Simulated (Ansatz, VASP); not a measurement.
**One calculation of PIr2, two programs**

```
P Ir
1.0
     0.00000    2.77669    2.77669
     2.77669    0.00000    2.77669
     2.77669    2.77669    0.00000
P Ir
1 2
Direct
  0.00000 0.00000 0.00000
  0.25000 0.25000 0.25000
  0.75000 0.75000 0.75000
```

Change from the starting cell: volume scaled by 1.01, PAW files.

Alike in both runs: task electric field gradients; functional LDA; k mesh 11 × 11 × 11; occupations fermi-dirac, width 0.05 eV; no spin polarisation.

```csv
,VASP,Ansatz
version,VASP 6.6.1,Ansatz 0.2.0
potentials or method,"VASP PAW LDA potentials, release 64 (P, Ir)","PAW with Ansatz's default frozen-core files, scalar-relativistic"
plane-wave cutoff (eV),520,420
valence electrons in the cell,23,39
```

|  | VASP | Ansatz | Ansatz less VASP |
| --- | --- | --- | --- |
| pressure (GPa) | -5.9 | -7.7 | -1.83 |

LDA's correlation is that of Perdew and Zunger in VASP and of Perdew and Wang (1992) in Ansatz. VASP's potentials hold 23 valence electrons a cell and Ansatz's 39, so a difference there can come from the potentials and not from the codes.

Spin-orbit coupling is off throughout.
